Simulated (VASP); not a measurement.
Wanted: the native input for a VASP 6.6.1 run.

```
Task                               : relaxation of the atoms
Functional                         : HSE06
Potentials or basis                : VASP PAW PBE potentials, release 64 (Ge_d)
Cutoff                             : 450 eV
k mesh                             : 3 × 3 × 3
Occupations                        : gaussian, width 0.01 eV
Spin                               : no spin polarisation
Dipole correction                  : no
Grid for exact exchange (PRECFOCK) : Normal
Further INCAR settings             : ALGO = Normal; EDIFF = 1e-07; IBRION = 2; EDIFFG = -0.01; NSW = 80
Screening parameter                : 0.2079 1/Å
```

Ge:

```
CELL_PARAMETERS angstrom
0.00000 2.91387 2.91387
2.91387 0.00000 2.91387
2.91387 2.91387 0.00000
ATOMIC_POSITIONS crystal
Ge 0.00000 0.00000 0.00000
Ge 0.25515 0.25515 0.25515
```

These files were run (other wordings do the same):

POSCAR

```
Ge
1.0
    0.0000000000      2.9138700000      2.9138700000
    2.9138700000      0.0000000000      2.9138700000
    2.9138700000      2.9138700000      0.0000000000
Ge
2
Direct
    0.0000000000      0.0000000000      0.0000000000
    0.2551477900      0.2551477900      0.2551477900
```

INCAR.step1

```
ALGO = Normal
EDIFF = 1E-5
EDIFFG = -0.01
ENCUT = 450
GGA = PE
GGA_COMPAT = False
IBRION = 2
ISMEAR = 0
LASPH = True
LCHARG = False
LREAL = False
LWAVE = True
NBANDS = 21
NELM = 120
NELMIN = 4
NSW = 100
PREC = Accurate
SIGMA = 0.01
```

INCAR.step2

```
ALGO = Normal
EDIFF = 1E-7
EDIFFG = -0.01
ENCUT = 450
GGA = PE
GGA_COMPAT = False
HFSCREEN = 0.2079
IBRION = 2
ISIF = 2
ISMEAR = 0
ISTART = 1
LASPH = True
LCHARG = False
LHFCALC = True
LREAL = False
LWAVE = False
NELM = 120
NELMIN = 4
NSW = 80
PREC = Accurate
PRECFOCK = Normal
SIGMA = 0.01
```

KPOINTS

```
k-points
0
Gamma
  3 3 3
```

Potentials or basis: VASP PAW PBE potentials, release 64 (Ge_d).

Launch:

```sh
$ cat potpaw_PBE.64/Ge_d/POTCAR > POTCAR
$ cp INCAR.step1 INCAR
$ mpirun -np 1 vasp_std > vasp.out
$ cp INCAR.step2 INCAR
$ mpirun -np 1 vasp_std > vasp.out
```

Results of the run:

```
Energy gained by relaxing    : 0.6 meV/atom
Ionic steps                  : 2
Pressure after relaxing      : -2.0 GPa
Largest force after relaxing : 0.004 eV/Å
Band gap on the k mesh       : 0.36 eV, direct
```

Caveat: the k points lie up to 0.62 Å⁻¹ apart; the PAW data sets were made with another functional, which shifts forces and pressure a little.

It took 18 min on 1 thread of AMD EPYC 7R13, on a shared host, peak memory 0.25 GiB.
